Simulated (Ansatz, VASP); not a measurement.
# MgS: VASP beside Ansatz

POSCAR

```
MgS
1.0
    0.0000000000      2.8308768412      2.9441119149
    2.8308768412      0.0000000000      2.9441119149
    2.8308768412      2.8308768412      0.0000000000
Mg S
1 1
Direct
    0.0000000000      0.0000000000      0.0000000000
    0.2500000000      0.2500000000      0.2500000000
```

Contents of INCAR.step1:

```
SYSTEM = MgS
PREC     = Accurate       ! precision mode
ENCUT    = 520            ! plane-wave cutoff, eV
EDIFF    = 1E-5           ! SCF threshold, eV
ISMEAR   = 0              ! smearing method
SIGMA    = 0.01           ! smearing width, eV
LREAL    = .False.        ! projectors in reciprocal space
LASPH    = .True.         ! aspherical terms in the spheres
NELM     = 80             ! most SCF steps
ALGO     = Normal         ! electronic algorithm
ISIF     = 2              ! what is computed and relaxed
LWAVE    = .True.         ! write WAVECAR
LCHARG   = .False.        ! write CHGCAR
GGA      = PE             ! functional
NBANDS   = 11             ! bands
```

Contents of INCAR.step2:

```
SYSTEM = MgS
PREC     = Accurate       ! precision mode
ENCUT    = 520            ! plane-wave cutoff, eV
EDIFF    = 1E-6           ! SCF threshold, eV
ISMEAR   = 0              ! smearing method
SIGMA    = 0.01           ! smearing width, eV
LREAL    = .False.        ! projectors in reciprocal space
LASPH    = .True.         ! aspherical terms in the spheres
NELM     = 80             ! most SCF steps
ALGO     = Normal         ! electronic algorithm
ISIF     = 2              ! what is computed and relaxed
LWAVE    = .False.        ! write WAVECAR
LCHARG   = .False.        ! write CHGCAR
GGA      = PE             ! functional
LHFCALC  = .True.         ! exact exchange
HFSCREEN = 0.2079         ! screening, 1/A
PRECFOCK = Normal       
ISTART   = 1            
NBANDS   = 11             ! bands
```

Contents of KPOINTS:

```
regular mesh
0
Gamma
  6 6 6
  0 0 0
```

Input for Ansatz:

```yaml
crystal:
  lattice:
    - [0.0, 2.8308768412, 2.9441119149]
    - [2.8308768412, 0.0, 2.9441119149]
    - [2.8308768412, 2.8308768412, 0.0]
  atoms:
    - { symbol: Mg, position: [0.0, 0.0, 0.0] }
    - { symbol: S, position: [0.25, 0.25, 0.25] }
kpoints:
  mp_grid: { grid: [6, 6, 6] }
  band_path:
    path:
      - [0.0, 0.0, 0.0]
      - [-0.5, -0.5, 0.0]
      - [-0.375, -0.375, 0.25]
      - [-0.375, 0.0, 0.375]
      - [0.0, 0.0, 0.5]
      - [-0.5, -0.25, 0.25]
    npoints: 1
hamiltonian:
  xc: hse06
scf:
  occupations: { method: fixed }
  n_extra_bands: 4
output:
  forces: true
  stress: true
  eigenvalues: true
  write_density: true
  write_potential: true
  elf: true
  volumetric_format: npy
```

Change from the starting cell: uniaxial_z strain +4.0%.

Alike in both runs: task single point; functional HSE06; k mesh 6 × 6 × 6; no spin polarisation.

|  | VASP | Ansatz |
| --- | --- | --- |
| version | VASP 6.6.1 | Ansatz 0.2.0 |
| potentials or method | VASP PAW PBE potentials, release 64 (Mg, S) | plane waves, PAW |
| plane-wave cutoff (eV) | 520 | 420 |
| occupations | gaussian, width 0.01 eV | fixed |
| valence electrons in the cell | 8 | 16 |

Ansatz gave:

| Item | Value |
| --- | --- |
| gap on the k mesh at the Fermi level (eV) | 4.28 |
| pressure (GPa) | -2.2 |
| traceless stress, the component that is largest in VASP (GPa) | -0.74 |

**Question.** Estimate VASP's values.

**Answer.** gap on the k mesh at the Fermi level (eV): 4.26; pressure (GPa): -2.3; traceless stress, the component that is largest in VASP (GPa): -0.75.

VASP's potentials hold 8 valence electrons a cell and Ansatz's 16, so a difference there can come from the potentials and not from the codes. Ansatz's warnings: stress exchange threshold loose, stress scf threshold loose.
